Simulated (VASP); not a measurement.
Input of a VASP 6.6.1 run:

The input INCAR:

```
SYSTEM = Mg
ALGO = Normal
EDIFF = 1E-7
ENCUT = 520
GGA = PE
ISIF = 2
ISMEAR = 0
LASPH = .True.
LCHARG = .False.
LREAL = .False.
LWAVE = .False.
NBANDS = 9
NELM = 100
PREC = Accurate
SIGMA = 0.15
```

KPOINTS

```
k-points
0
Gamma
  18 18 10
  0 0 0
```

The input POSCAR:

```
Mg
1.0
    3.2092715325      0.0000000000      0.0000000000
   -1.6046357662      2.7793106748      0.0000000000
    0.0000000000      0.0000000000      5.6271564000
Mg
2
Direct
    0.3333333333      0.6666666667      0.2500000000
    0.6666666667      0.3333333333      0.7500000000
```

Potentials or basis: VASP PAW PBE potentials, release 64 (Mg).

The run is started by

```bash
$ cat potpaw_PBE.64/Mg/POTCAR > POTCAR
$ mpirun -np 1 vasp_std > vasp.out
```

(1) Predict the pressure.

(2) What does it give for the band gap on the k mesh?

## Answers

(1) -2.6 GPa.

(2) zero (bands 2 and 3 overlap by 2.74 eV).

Caveat: the cell differs from its parent crystal (strain +0.000 along x and y, +0.080 along z).
